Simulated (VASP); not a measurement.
Zr3C2: relaxation of cell and atoms with PBE

Zr3C2:

```
CELL_PARAMETERS angstrom
5.72025 0.00000 0.00000
-2.86012 4.95388 0.00000
0.00000 0.00000 4.42610
ATOMIC_POSITIONS crystal
Zr 0.65936 0.00000 0.00000
Zr 0.34064 0.34064 0.00000
Zr 0.00000 0.65936 0.00000
C 0.00000 0.00000 0.18354
C 0.00000 0.00000 0.81646
```

The cell was generated, and may not be a known phase.

```
Program                : VASP 6.6.1
Task                   : relaxation of cell and atoms
Functional             : PBE
Potentials or basis    : VASP PAW PBE potentials, release 64 (Zr_sv, C)
Cutoff                 : 600 eV
k mesh                 : 12 × 12 × 8
Occupations            : gaussian, width 0.1 eV
Spin                   : no spin polarisation
Dipole correction      : no
Further INCAR settings : ALGO = Normal; EDIFF = 1e-06; IBRION = 2; EDIFFG = -0.01; NSW = 100; ISIF = 3
```

```
Relaxed volume                        : 25.05 Å³/atom
Relaxed cell                          : a = 5.715 Å, b = 5.715 Å, c = 4.428 Å, α = 90.00°, β = 90.00°, γ = 120.00°
Space group after relaxing (to 0.1 Å) : P-62m (No. 189)
Energy gained by relaxing             : 0.0 meV/atom
Ionic steps                           : 5
Pressure after relaxing               : 0.0 GPa
Largest force after relaxing          : 0.008 eV/Å
Band gap on the k mesh                : zero (bands 22 and 23 overlap by 0.31 eV)
```

Forces on the atoms (eV/Å):
```
Zr  -0.008  0.000  0.000
Zr   0.004  0.007  0.000
Zr   0.004 -0.007  0.000
C    0.000  0.000 -0.001
C    0.000  0.000  0.001
```

Step by step:
| step | energy change (eV) | largest force (eV/Å) | pressure (GPa) | volume (Å³) |
| --- | --- | --- | --- | --- |
| 1 | 0.0000 | 0.0506 | -0.02 | 125.42 |
| 2 | -0.0002 | 0.0082 | -0.09 | 125.37 |
| 3 | -0.0002 | 0.0082 | -0.09 | 125.37 |
| 4 | -0.0002 | 0.0290 | 0.09 | 125.08 |
| 5 | -0.0002 | 0.0076 | -0.01 | 125.24 |

Final structure:
```
Zr C
1.0
     5.71478    0.00000    0.00000
    -2.85739    4.94914    0.00000
     0.00000    0.00000    4.42816
Zr C
3 2
Direct
  0.65917 0.00000 0.00000
  0.34083 0.34083 0.00000
  0.00000 0.65917 0.00000
  0.00000 0.00000 0.18416
  0.00000 0.00000 0.81584
```

Levels at points of the mesh, in eV from the Fermi level:
| k point | band 19 | band 20 | band 21 | band 22 | band 23 | band 24 | band 25 | band 26 |
| --- | --- | --- | --- | --- | --- | --- | --- | --- |
| (0.00, 0.00, 0.00) | -1.38 | -1.38 | 0.01 | 0.01 | 0.01 | 0.83 | 0.91 | 1.05 |
| (0.50, 0.00, 0.00) | -1.35 | -0.67 | -0.66 | -0.51 | 0.21 | 0.59 | 0.82 | 1.10 |
| (0.00, 0.00, 0.50) | -2.01 | -1.07 | -0.60 | 0.00 | 0.30 | 0.30 | 0.38 | 2.42 |
| (0.50, 0.00, 0.50) | -1.22 | -0.91 | -0.64 | -0.46 | -0.04 | 0.36 | 2.05 | 2.22 |

Wall time 26 min on 1 thread of Intel Xeon 8259CL, on a shared host, peak memory 0.51 GiB.
